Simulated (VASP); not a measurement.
Crystal: AlFe.

```xyz
2
Lattice="2.8096 0.0000 0.0000 0.0000 2.8096 0.0000 0.0000 0.0000 2.8096" Properties=species:S:1:pos:R:3 pbc="T T T"
Al    0.0000    0.0000    0.0000
Fe    1.4048    1.4048    1.4048
```

This cell differs from its parent crystal: volume scaled by 0.9.

Base run:

* Program: VASP 6.6.1
* Functional: PBE
* Potentials or basis: VASP PAW PBE potentials, release 64 (Al, Fe)
* Cutoff: 520 eV
* k mesh: 11 × 11 × 11
* Occupations: fermi-dirac, width 0.1 eV
* Spin: no spin polarisation

Its results: pressure 13.3 GPa.

The run is repeated on the same cell with these changes: spin from no spin polarisation to collinear spin, ferromagnetic start; further incar settings from ALGO = Normal; EDIFF = 1e-06; NBANDS = 12 to ALGO = Normal; EDIFF = 1e-06; NBANDS = 16. What comes out?

Pressure 14.3 GPa; net moment 0.65 μB per cell; site moments Al -0.02; Fe +0.67 μB.
